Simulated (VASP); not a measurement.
# CdTe (F-43m) in VASP: a series of runs

The runs below take CdTe through single point, with HSE06.

All numbers are computed with VASP 6.6.1; they aren't measurements. Logs are shortened: lines on timing, memory, paths and dates and some standing lists are left out, and cuts for length are marked.

### Step 1. The cell of the first run

The structure is cubic, space group F-43m (No. 216). The conventional cell has a = 6.279 Å, b = 6.279 Å, c = 6.279 Å, α = 90.00°, β = 90.00°, γ = 90.00°. Within 3.6 Å of Te (site symmetry -43m) lie 4 Cd at 2.72 Å. Cd (site symmetry -43m) has 4 Te at 2.72 Å within 3.6 Å.

### Step 2. Single point, HSE06

The input, POSCAR:

```
CdTe
1.0
    0.0000000000      3.1395734784      3.1395734784
    3.1395734784      0.0000000000      3.1395734784
    3.1395734784      3.1395734784      0.0000000000
Te Cd
1 1
Direct
    0.7500000000      0.7500000000      0.7500000000
    0.0000000000      0.0000000000      0.0000000000
```

The input, INCAR.step1:

```
PREC = Accurate
ENCUT = 520
EDIFF = 1E-5
ISMEAR = -1
SIGMA = 0.05
LREAL = F
LASPH = T
NELM = 60
ALGO = Normal
ISIF = 2
LWAVE = T
LCHARG = F
GGA = PE
NBANDS = 16
```

The input, INCAR.step2:

```
PREC = Accurate
ENCUT = 520
EDIFF = 1E-6
ISMEAR = -1
SIGMA = 0.05
LREAL = F
LASPH = T
NELM = 60
ALGO = Normal
ISIF = 2
LWAVE = F
LCHARG = F
GGA = PE
LHFCALC = T
HFSCREEN = 0.2079
PRECFOCK = Normal
ISTART = 1
NBANDS = 16
```

The input, KPOINTS:

```
Automatic mesh
0
Gamma
  4 4 4
```

Potentials or basis: VASP PAW PBE potentials, release 64 (Te, Cd).

Launch:

```
$ cat potpaw_PBE.64/Te/POTCAR potpaw_PBE.64/Cd/POTCAR > POTCAR
$ cp INCAR.step1 INCAR
$ mpirun -np 1 vasp_std > vasp.out
$ cp INCAR.step2 INCAR
$ mpirun -np 1 vasp_std > vasp.out
```

OUTCAR:

```text
PREC = Accurate
   ENCUT = 520
   EDIFF = 1E-6
   ISMEAR = -1
   LREAL = F
   LASPH = T
   NELM = 60
   ISIF = 2
   GGA = PE
   LHFCALC = T
   HFSCREEN = 0.2079
   PRECFOCK = Normal
   ISTART = 1

 ion  position               nearest neighbor table
   1  0.750  0.750  0.750-   2 2.72   2 2.72   2 2.72   2 2.72
   2  0.000  0.000  0.000-   1 2.72   1 2.72   1 2.72   1 2.72

  LATTYP: Found a face centered cubic cell.
 ALAT       =     6.2791469568

  Lattice vectors:

 A1 = (   0.0000000000,   3.1395734784,   3.1395734784)
 A2 = (   3.1395734784,   0.0000000000,   3.1395734784)
 A3 = (   3.1395734784,   3.1395734784,   0.0000000000)

Analysis of symmetry for initial positions (statically):
=====================================================================
 Subroutine PRICEL returns:
 Original cell was already a primitive cell.

 Routine SETGRP: Setting up the symmetry group for a
 face centered cubic supercell.

 Subroutine GETGRP returns: Found 24 space group operations
 (whereof 24 operations were pure point group operations)
 out of a pool of 48 trial point group operations.

The static configuration has the point symmetry T_d .

Analysis of symmetry for dynamics (positions and initial velocities):
=====================================================================
 Subroutine PRICEL returns:
 Original cell was already a primitive cell.

 Routine SETGRP: Setting up the symmetry group for a
 face centered cubic supercell.

 Subroutine GETGRP returns: Found 24 space group operations
 (whereof 24 operations were pure point group operations)
 out of a pool of 48 trial point group operations.

The dynamic configuration has the point symmetry T_d .

 Subroutine INISYM returns: Found 24 space group operations
 (whereof 24 operations are pure point group operations),
 and found     1 'primitive' translations

----------------------------------------------------------------------------------------

                                     Primitive cell

  volume of cell :      61.8931

  direct lattice vectors                    reciprocal lattice vectors
     0.000000000  3.139573478  3.139573478    -0.159257301  0.159257301  0.159257301
[... 70 lines left out ...]
   LREAL  =      F    real-space projection
   EDIFFG = 0.1E-04   stopping-criterion for IOM
   NSW    =      0    number of steps for IOM
   IBRION =     -1    ionic relax: 0-MD 1-quasi-New 2-CG
   NFREE  =      0    steps in history (QN), initial steepest desc. (CG)
   ISIF   =      2    stress and relaxation
   ISYM   =      3    0-nonsym 1-usesym 2-fastsym
   POTIM  = 0.5000    time-step for ionic-motion
   TEBEG  =    0.0;   TEEND  =   0.0 temperature during run
   PSTRESS=    0.0 pullay stress
   NELECT =      18.0000    total number of electrons
   NUPDOWN=      -1.0000    fix difference up-down
   EMIN   =  10.00;   EMAX   =-10.00  energy-range for DOS
   EFERMI =   0.00;   METHOD = LEGACY
   ISMEAR =    -1;   SIGMA  =   0.05  broadening in eV -4-tet -1-fermi 0-gaus
   EFERMI_NEDOS =   21; number of points for ismear=-14 and -15
   IALGO  =     38    algorithm
   IMIX   =      1    mixing-type and parameters
     AMIX     =   0.40;   BMIX     =  1.00
     AMIX_MAG =   1.60;   BMIX_MAG =  1.00
  volume/ion in A,a.u.               =      30.95       208.84
  Fermi-wavevector in a.u.,A,eV,Ry     =   1.084638  2.049670 16.006447  1.176441
  Thomas-Fermi vector in A             =   2.220733
   LORBIT       =      0    0 simple, 1 ext, 2 COOP (PROOUT), +10 PAW based schemes
   GGA     = PE    functional components
   LHFCALC =     T    Hartree Fock is set to
   PRECFOCK=normal    Normal, Fast or Accurate (Low or Medium for compatibility)
   ENCUT4O =  -1.0   cutoff for four orbital integrals eV
   NKREDX  =     1    reduce k-point grid by
   NKREDY  =     1    reduce k-point grid by
   NKREDZ  =     1    reduce k-point grid by
   AEXX    =    0.2500 exact exchange contribution
   HFSCREEN=    0.2079 screening length (either q_TF or 0.3 A-1)
   HFSCREENC=   0.2079 screening length for correlation (either q_TF or 0.3 A-1)
   ENCUTFOCK=  -1.0 apply spherical cutoff to Coloumb kernel
   IVDW    =     0    specifies the selected vdW correction
   LEPSILON=     F    determine dielectric tensor
   LRPA    =     F    only Hartree local field effects (RPA)
 non-spin polarized calculation
  energy-cutoff  :      520.00
  volume of cell :       61.89
 maximum number of plane-waves:      1700
 NGX is ok and might be reduce to    36
  NGX = 28; NGY = 28; NGZ = 28

 number of electron      18.0000003 magnetization

 Free energy of the ion-electron system (eV)
  ---------------------------------------------------
  ext. energy  EPLUGINS =         0.00000000
  ---------------------------------------------------
  free energy    TOTEN  =        -5.80763110 eV

  energy without entropy =       -5.80763110  energy(sigma->0) =       -5.80763110

 E-fermi :   3.7317     XC(G=0):  -7.4951

 val. band max:        2.7629429640   @ k =   0.0000   0.0000   0.0000
 cond. band min:       4.6427089667   @ k =   0.0000   0.0000   0.0000
 fundamental gap:      1.8797660027
 Fermi energy:         3.7317141901

 k-point     1 :       0.0000    0.0000    0.0000
  band No.  band energies     occupation
      1     -10.0014      2.00000
      2      -7.1873      2.00000
      3      -7.1873      2.00000
      4      -7.1873      2.00000
      5      -6.8451      2.00000
      6      -6.8451      2.00000
[... 129 lines left out ...]
      3      -7.0221      2.00000
      4      -6.8859      2.00000
      5      -6.8479      2.00000
      6      -5.9630      2.00000
[... 8 lines left out ...]
     15      15.4799      0.00000
     16      15.5543      0.00000

------------------------ aborting loop because EDIFF is reached ----------------------------------------

  FORCE on cell =-STRESS in cart. coord.  units (eV):
  Direction    XX          YY          ZZ          XY          YZ          ZX
  --------------------------------------------------------------------------------------
  -------------------------------------------------------------------------------------
  Total        2.8697320      2.8697320      2.8697320     -0.0000000      0.0000000      0.0000000
  in kB       74.2865136     74.2865136     74.2865136     -0.0000000      0.0000000      0.0000000
  external PRESSURE =      74.2865136 kB  Pullay stress =       0.0000000 kB

 VOLUME and BASIS-vectors are now :
 -----------------------------------------------------------------------------
  energy-cutoff  :      520.00
  volume of cell :       61.89
      direct lattice vectors                 reciprocal lattice vectors
     0.000000000  3.139573478  3.139573478    -0.159257301  0.159257301  0.159257301
     3.139573478  0.000000000  3.139573478     0.159257301 -0.159257301  0.159257301
     3.139573478  3.139573478  0.000000000     0.159257301  0.159257301 -0.159257301

 POSITION                                       TOTAL-FORCE (eV/Angst)
 -----------------------------------------------------------------------------------
      4.70936      4.70936      4.70936         0.000000      0.000000      0.000000
      0.00000      0.00000      0.00000        -0.000000     -0.000000     -0.000000
 -----------------------------------------------------------------------------------
    total drift:                               -0.000000     -0.000008     -0.000002

  FREE ENERGIE OF THE ION-ELECTRON SYSTEM (eV)
  ---------------------------------------------------
  free  energy   TOTEN  =        -5.8076311019 eV

  energy  without entropy=       -5.8076311011  energy(sigma->0) =       -5.80763110
```

OSZICAR.step1:

```text
N       E                     dE             d eps       ncg     rms          rms(c)
DAV:   1     0.940712766336E+02    0.94071E+02   -0.88901E+03   264   0.101E+03
DAV:   2    -0.149380306836E+01   -0.95565E+02   -0.91262E+02   288   0.230E+02
DAV:   3    -0.471262414077E+01   -0.32188E+01   -0.32135E+01   328   0.434E+01
DAV:   4    -0.474290138832E+01   -0.30277E-01   -0.30276E-01   408   0.369E+00
DAV:   5    -0.474295938478E+01   -0.57996E-04   -0.57997E-04   320   0.161E-01    0.684E+00
DAV:   6    -0.451749920135E+01    0.22546E+00   -0.38757E-01   328   0.806E+00    0.537E+00
DAV:   7    -0.449878377989E+01    0.18715E-01   -0.13215E-01   272   0.241E+00    0.192E+00
DAV:   8    -0.449977421699E+01   -0.99044E-03   -0.13878E-02   304   0.138E+00    0.548E-01
DAV:   9    -0.450010611329E+01   -0.33190E-03   -0.99153E-04   296   0.347E-01    0.147E-01
DAV:  10    -0.450019111020E+01   -0.84997E-04   -0.13074E-04   328   0.980E-02    0.528E-02
DAV:  11    -0.450023026189E+01   -0.39152E-04   -0.62987E-05   264   0.579E-02    0.217E-02
DAV:  12    -0.450022969702E+01    0.56487E-06   -0.29414E-06   208   0.184E-02
   1 F= -.45002297E+01 E0= -.45002289E+01  d E =-.160177E-05
```

Wall time 11 min (1 thread of AMD EPYC 7R43 (Zen 3), shared host); peak memory 0.28 GiB.

What came out:

- Free energy: -5.8076 eV
- Pressure: 7.4 GPa
- Band gap on the k mesh: 1.88 eV

Levels at points of the mesh, in eV from the valence-band top:
```
           k point  band 6  band 7  band 8  band 9  band 10  band 11  band 12  band 13
(0.00, 0.00, 0.00)   -9.61    0.00    0.00    0.00     1.88     5.39     5.39     5.39
(0.50, 0.00, 0.00)   -9.07   -5.37   -0.99   -0.99     2.72     6.00     6.00     8.01
(0.50, 0.50, 0.00)   -8.84   -5.13   -2.37   -2.37     3.04     3.42    10.61    10.90
```

Caveat: the k points lie up to 0.43 Å⁻¹ apart; the PAW data sets were made with another functional, which shifts forces and pressure a little; spin-orbit coupling is left out, which moves the levels of the heavy elements.

### Step 3. Single point, HSE06

This run uses another cell than the first one, of 31.60 Å³/atom.

The input, POSCAR:

```
CdTe
1.0
    0.0000000000      3.1616838793      3.1616838793
    3.1616838793      0.0000000000      3.1616838793
    3.1616838793      3.1616838793      0.0000000000
Te Cd
1 1
Direct
    0.7500000000      0.7500000000      0.7500000000
    0.0000000000      0.0000000000      0.0000000000
```

The input, INCAR.step1:

```
SYSTEM = CdTe
ALGO = Normal ; EDIFF = 1E-5
ENCUT = 520 ; GGA = PE
ISIF = 2 ; ISMEAR = -1
LASPH = .True. ; LCHARG = .False.
LREAL = .False. ; LWAVE = .True.
NBANDS = 16 ; NELM = 100
PREC = Accurate ; SIGMA = 0.05
```

The input, INCAR.step2:

```
SYSTEM = CdTe
ALGO = Normal ; EDIFF = 1E-6
ENCUT = 520 ; GGA = PE
HFSCREEN = 0.2079 ; ISIF = 2
ISMEAR = -1 ; ISTART = 1
LASPH = .True. ; LCHARG = .False.
LHFCALC = .True. ; LREAL = .False.
LWAVE = .False. ; NBANDS = 16
NELM = 100 ; PREC = Accurate
PRECFOCK = Normal ; SIGMA = 0.05
```

The input, KPOINTS:

```
k-points
0
Gamma
  4 4 4
  0 0 0
```

Potentials or basis: VASP PAW PBE potentials, release 64 (Te, Cd).

Launch:

```
$ cat potpaw_PBE.64/Te/POTCAR potpaw_PBE.64/Cd/POTCAR > POTCAR
$ cp INCAR.step1 INCAR
$ mpirun -np 1 vasp_std > vasp.out
$ cp INCAR.step2 INCAR
$ mpirun -np 1 vasp_std > vasp.out
```

Wall time 11 min (1 thread of AMD EPYC 7R43 (Zen 3), shared host); peak memory 0.27 GiB.

The run converged. Its results:

| Property | Result |
| --- | --- |
| Free energy | -5.8630 eV |
| Pressure | 6.0 GPa |
| Band gap on the k mesh | 1.81 eV |

Levels at points of the mesh, in eV from the valence-band top:
```tsv
k point	band 7	band 8	band 9	band 10	band 11	band 12
(0.00, 0.00, 0.00)	0.00	0.00	0.00	1.81	5.41	5.41
(0.50, 0.00, 0.00)	-5.22	-0.95	-0.95	2.70	6.02	6.02
(0.50, 0.50, 0.00)	-5.01	-2.29	-2.29	3.09	3.43	10.47
```

Caveat: the k points lie up to 0.43 Å⁻¹ apart; the PAW data sets were made with another functional, which shifts forces and pressure a little; spin-orbit coupling is left out, which moves the levels of the heavy elements.

### Step 4. Single point, HSE06

This run uses another cell than the first one, of 32.26 Å³/atom.

The input, POSCAR:

```
CdTe
1.0
    0.0000000000      3.1834892848      3.1834892848
    3.1834892848      0.0000000000      3.1834892848
    3.1834892848      3.1834892848      0.0000000000
Te Cd
1 1
Direct
    0.7500000000      0.7500000000      0.7500000000
    0.0000000000      0.0000000000      0.0000000000
```

The input, INCAR.step1:

```
SYSTEM = CdTe
PREC = Accurate ; ENCUT = 520
EDIFF = 1E-5 ; ISMEAR = -1
SIGMA = 0.05 ; LREAL = .FALSE.
LASPH = .TRUE. ; NELM = 100
ALGO = Normal ; ISIF = 2
LWAVE = .TRUE. ; LCHARG = .FALSE.
GGA = PE ; NBANDS = 16
```

The input, INCAR.step2:

```
SYSTEM = CdTe
PREC = Accurate ; ENCUT = 520
EDIFF = 1E-6 ; ISMEAR = -1
SIGMA = 0.05 ; LREAL = .FALSE.
LASPH = .TRUE. ; NELM = 100
ALGO = Normal ; ISIF = 2
LWAVE = .FALSE. ; LCHARG = .FALSE.
GGA = PE ; LHFCALC = .TRUE.
HFSCREEN = 0.2079 ; PRECFOCK = Normal
ISTART = 1 ; NBANDS = 16
```

The input, KPOINTS:

```
regular mesh
0
G
  4 4 4
  0 0 0
```

Potentials or basis: VASP PAW PBE potentials, release 64 (Te, Cd).

Launch:

```
$ cat potpaw_PBE.64/Te/POTCAR potpaw_PBE.64/Cd/POTCAR > POTCAR
$ cp INCAR.step1 INCAR
$ mpirun -np 1 vasp_std > vasp.out
$ cp INCAR.step2 INCAR
$ mpirun -np 1 vasp_std > vasp.out
```

OUTCAR:

```text
SYSTEM = CdTe
   PREC = Accurate
   ENCUT = 520
   EDIFF = 1E-6
   ISMEAR = -1
   LREAL = .FALSE.
   LASPH = .TRUE.
   NELM = 100
   ISIF = 2
   GGA = PE
   LHFCALC = .TRUE.
   HFSCREEN = 0.2079
   PRECFOCK = Normal
   ISTART = 1

 ion  position               nearest neighbor table
   1  0.750  0.750  0.750-   2 2.76   2 2.76   2 2.76   2 2.76
   2  0.000  0.000  0.000-   1 2.76   1 2.76   1 2.76   1 2.76

  LATTYP: Found a face centered cubic cell.
 ALAT       =     6.3669785696

  Lattice vectors:

 A1 = (   0.0000000000,   3.1834892848,   3.1834892848)
 A2 = (   3.1834892848,   0.0000000000,   3.1834892848)
 A3 = (   3.1834892848,   3.1834892848,   0.0000000000)

Analysis of symmetry for initial positions (statically):
=====================================================================
 Subroutine PRICEL returns:
 Original cell was already a primitive cell.

 Routine SETGRP: Setting up the symmetry group for a
 face centered cubic supercell.

 Subroutine GETGRP returns: Found 24 space group operations
 (whereof 24 operations were pure point group operations)
 out of a pool of 48 trial point group operations.

[... 152 lines left out ...]

 E-fermi :   3.2451     XC(G=0):  -7.3459

 val. band max:        2.3465707572   @ k =   0.0000   0.0000   0.0000
 cond. band min:       4.0881093010   @ k =   0.0000   0.0000   0.0000
 fundamental gap:      1.7415385438
 Fermi energy:         3.2451277665

 k-point     1 :       0.0000    0.0000    0.0000
  band No.  band energies     occupation
      1     -10.1253      2.00000
      2      -7.4349      2.00000
      3      -7.4348      2.00000
      4      -7.4348      2.00000
      5      -7.1290      2.00000
      6      -7.1290      2.00000
[... 129 lines left out ...]
      3      -7.2855      2.00000
      4      -7.1649      2.00000
      5      -7.1299      2.00000
      6      -6.3231      2.00000
[... 8 lines left out ...]
     15      14.8714      0.00000
     16      14.9660      0.00000

------------------------ aborting loop because EDIFF is reached ----------------------------------------

  FORCE on cell =-STRESS in cart. coord.  units (eV):
  Direction    XX          YY          ZZ          XY          YZ          ZX
  --------------------------------------------------------------------------------------
  -------------------------------------------------------------------------------------
  Total        1.8866448      1.8866448      1.8866448     -0.0000000      0.0000000     -0.0000000
  in kB       46.8447091     46.8447091     46.8447091     -0.0000000      0.0000000     -0.0000000
  external PRESSURE =      46.8447091 kB  Pullay stress =       0.0000000 kB

 VOLUME and BASIS-vectors are now :
 -----------------------------------------------------------------------------
  energy-cutoff  :      520.00
  volume of cell :       64.53
      direct lattice vectors                 reciprocal lattice vectors
     0.000000000  3.183489285  3.183489285    -0.157060368  0.157060368  0.157060368
     3.183489285  0.000000000  3.183489285     0.157060368 -0.157060368  0.157060368
     3.183489285  3.183489285  0.000000000     0.157060368  0.157060368 -0.157060368

 POSITION                                       TOTAL-FORCE (eV/Angst)
 -----------------------------------------------------------------------------------
      4.77523      4.77523      4.77523        -0.000000     -0.000000     -0.000000
      0.00000      0.00000      0.00000         0.000000      0.000000      0.000000
 -----------------------------------------------------------------------------------
    total drift:                                0.000003     -0.000003      0.000002

  FREE ENERGIE OF THE ION-ELECTRON SYSTEM (eV)
  ---------------------------------------------------
  free  energy   TOTEN  =        -5.9070616887 eV

  energy  without entropy=       -5.9070616860  energy(sigma->0) =       -5.90706169
```

OUTCAR.step1:

```text
SYSTEM = CdTe
   PREC = Accurate
   ENCUT = 520
   EDIFF = 1E-5
   ISMEAR = -1
   LREAL = .FALSE.
[... 355 lines left out ...]
      4.77523      4.77523      4.77523         0.000000      0.000000      0.000000
      0.00000      0.00000      0.00000        -0.000000     -0.000000     -0.000000
 -----------------------------------------------------------------------------------
    total drift:                                0.000000      0.000000      0.000000

  FREE ENERGIE OF THE ION-ELECTRON SYSTEM (eV)
  ---------------------------------------------------
  free  energy   TOTEN  =        -4.6179554408 eV

  energy  without entropy=       -4.6179501201  energy(sigma->0) =       -4.61795278
```

OSZICAR.step1:

```text
N       E                     dE             d eps       ncg     rms          rms(c)
DAV:   1     0.104100099600E+03    0.10410E+03   -0.84299E+03   256   0.984E+02
DAV:   2    -0.127554243387E+01   -0.10538E+03   -0.10040E+03   304   0.235E+02
DAV:   3    -0.482900393868E+01   -0.35535E+01   -0.35483E+01   312   0.474E+01
DAV:   4    -0.485975215544E+01   -0.30748E-01   -0.30746E-01   392   0.383E+00
DAV:   5    -0.485981557014E+01   -0.63415E-04   -0.63414E-04   336   0.165E-01    0.624E+00
DAV:   6    -0.463438755809E+01    0.22543E+00   -0.38688E-01   304   0.777E+00    0.499E+00
DAV:   7    -0.461638953947E+01    0.17998E-01   -0.12611E-01   296   0.231E+00    0.185E+00
DAV:   8    -0.461747008301E+01   -0.10805E-02   -0.12961E-02   272   0.131E+00    0.522E-01
DAV:   9    -0.461783145972E+01   -0.36138E-03   -0.98038E-04   296   0.342E-01    0.133E-01
DAV:  10    -0.461791433880E+01   -0.82879E-04   -0.13173E-04   304   0.102E-01    0.524E-02
DAV:  11    -0.461795650350E+01   -0.42165E-04   -0.72536E-05   280   0.586E-02    0.277E-02
DAV:  12    -0.461795544079E+01    0.10627E-05   -0.29850E-06   240   0.173E-02
   1 F= -.46179554E+01 E0= -.46179528E+01  d E =-.532069E-05
```

Wall time 10 min (1 thread of AMD EPYC 7R43 (Zen 3), shared host); peak memory 0.28 GiB.

What came out:

```yaml
Free_energy: -5.9071 eV
Pressure: 4.7 GPa
Band_gap_on_the_k_mesh: 1.74 eV
```

Levels at points of the mesh, in eV from the valence-band top:
```tsv
k point	band 7	band 8	band 9	band 10	band 11	band 12
(0.00, 0.00, 0.00)	0.00	0.00	0.00	1.74	5.43	5.43
(0.50, 0.00, 0.00)	-5.08	-0.92	-0.92	2.68	6.03	6.03
(0.50, 0.50, 0.00)	-4.89	-2.20	-2.20	3.15	3.45	10.33
```

Caveat: the k points lie up to 0.43 Å⁻¹ apart; the PAW data sets were made with another functional, which shifts forces and pressure a little; spin-orbit coupling is left out, which moves the levels of the heavy elements.

### Step 5. Summary

```tsv
cell	gap on the mesh (eV)	pressure (GPa)
a = 4.440 Å, angles 60.0°, 2 atoms	1.88	7.4
a = 4.471 Å, angles 60.0°, 2 atoms	1.81	6.0
a = 4.502 Å, angles 60.0°, 2 atoms	1.74	4.7
```

Alike in all rows: task single point; level HSE06; potentials or basis VASP PAW PBE potentials, release 64 (Te, Cd); no spin polarisation; k mesh 4 × 4 × 4; cutoff (eV) 520; smearing fermi-dirac 0.05 eV.

Caveats: all runs use coarse meshes; the PAW data sets were made with another functional, which shifts forces and pressure a little; spin-orbit coupling is left out, which moves the levels of the heavy elements.

Absolute energies hang on the potentials; compare differences alone.
